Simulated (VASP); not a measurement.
Runs of VASP 6.6.1 on CaO. The structure is that of space group Fm-3m (No. 225), or close to it. The cells are those of the table. 

| task | level | cell | gap on the mesh (eV) | pressure (GPa) |
| --- | --- | --- | --- | --- |
| electric field gradients | r2SCAN | a = 3.463 Å, angles 60.0°, 2 atoms | 4.23 | (a) |
| single point | PBE | a = 3.412 Å, angles 62.0°, 2 atoms | 3.57 | -3.5 |
| single point | PBE | a = 3.481, b = 3.481, c = 3.429 Å, angles 60.5, 60.5, 59.0°, 2 atoms | 3.64 | (b) |
| electric field gradients | PBE | a = 3.498 Å, angles 60.0°, 2 atoms | 3.68 | -6.0 |
| single point | PBE | a = 3.393 Å, angles 60.0°, 2 atoms | 3.67 | 2.8 |
| electric field gradients | PBE | a = 3.393 Å, angles 60.0°, 2 atoms | 3.67 | 2.8 |
| electric field gradients | PBE | a = 3.428 Å, angles 60.0°, 2 atoms | 3.68 | -0.6 |
| single point | PBE | a = 3.498 Å, angles 60.0°, 2 atoms | 3.68 | -6.0 |

Alike in all rows: potentials or basis VASP PAW PBE potentials, release 64 (Ca_sv, O); no spin polarisation; k mesh 11 × 11 × 11; cutoff (eV) 520; smearing fermi-dirac 0.02 eV.

Question: Fill in the values left out.

Answer: (a) -5.7; (b) -3.4.

Caveats: the PAW data sets were made with another functional, which shifts forces and pressure a little (some runs).

A k mesh can miss the band edges.
